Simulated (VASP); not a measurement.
Write the native input for VASP 6.6.1 that does the following.

```yaml
Task: single point
Functional: PBE
Potentials_or_basis: VASP PAW PBE potentials, release 64 (Mg, Cd, Te, Se)
Cutoff: 520 eV
k_mesh: 4 × 4 × 2
Occupations: gaussian, width 0.1 eV
Spin: no spin polarisation
Dipole_correction: no
Further_INCAR_settings: ALGO = Normal; EDIFF = 1e-06; NBANDS = 31
```

The structure of MgCd2TeSe2 lies in POSCAR:

```
MgCd2TeSe2
1.0
    4.6191185900      0.0000000000      0.0000000000
    0.0000000000      4.6191185900      0.0000000000
    0.0000000000      0.0000000000      8.9856278700
Mg Cd Te Se
1 2 1 2
Direct
    0.5000000000      0.5000000000      0.5000000000
    0.0000000000      0.0000000000      0.2377023200
    0.0000000000      0.0000000000      0.7622976800
    0.0000000000      0.0000000000      0.0000000000
    0.5000000000      0.5000000000      0.0000000000
    0.0000000000      0.0000000000      0.5000000000
```

The cell was generated, and may not be a known phase.

These files were run (other wordings do the same):

INCAR

```
ALGO = Normal ; EDIFF = 1E-6
ENCUT = 520 ; GGA = PE
ISIF = 2 ; ISMEAR = 0
LASPH = T ; LCHARG = F
LREAL = F ; LWAVE = F
NBANDS = 31 ; NELM = 60
PREC = Accurate ; SIGMA = 0.1
```

KPOINTS

```
k-points
0
Gamma
  4 4 2
```

Potentials or basis: VASP PAW PBE potentials, release 64 (Mg, Cd, Te, Se).

Command:

```console
$ cat potpaw_PBE.64/Mg/POTCAR potpaw_PBE.64/Cd/POTCAR potpaw_PBE.64/Te/POTCAR potpaw_PBE.64/Se/POTCAR > POTCAR
$ mpirun -np 1 vasp_std > vasp.out
```

It gave:

```json
{"Pressure": "15.9 GPa", "Largest force": "8.953 eV/Å", "Band gap on the k mesh": "zero (bands 22 and 23 overlap by 1.56 eV)"}
```

Caveat: the stress differs along the axes, from -2 to 51 GPa; spin-orbit coupling is left out, which moves the levels of the heavy elements; forces of over 1 eV/Å act on the atoms, so gaps and moduli don't describe the material at rest.

Run time: 39 s on 1 thread of AMD EPYC 9R45 96-Core Processor (Zen 5), with other jobs on the host, peak memory 0.3 GiB.
